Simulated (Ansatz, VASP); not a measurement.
## One calculation of Cu3N, two programs

```
Cu N
1.0
     3.81400    0.00000    0.00000
     0.00000    3.81400    0.00000
     0.00000    0.00000    3.81400
Cu N
3 1
Cartesian
  1.9070 0.0000 0.0000
  0.0000 1.9070 0.0000
  0.0000 0.0000 1.9070
  0.0000 0.0000 0.0000
```

Alike in both runs: task electric field gradients; functional PBEsol; k mesh 10 × 10 × 10; occupations fermi-dirac, width 0.08 eV; no spin polarisation.

|  | VASP | Ansatz |
| --- | --- | --- |
| version | VASP 6.6.1 | Ansatz 0.2.0 |
| potentials or method | VASP PAW PBE potentials, release 64 (Cu, N), cutoff 520 eV | all-electron PAW with datasets made for the crystal, scalar-relativistic |

|  | VASP | Ansatz | Ansatz less VASP |
| --- | --- | --- | --- |
| pressure (GPa) | -4.2 | -4.8 | -0.59 |
| size of Vzz on the site where it differs most (V/Å²) | 59.2 | 40.2 | -18.94 |

VASP's potentials were made for PBE, not for PBEsol. Ansatz ran all-electron here, and VASP with PAW potentials.
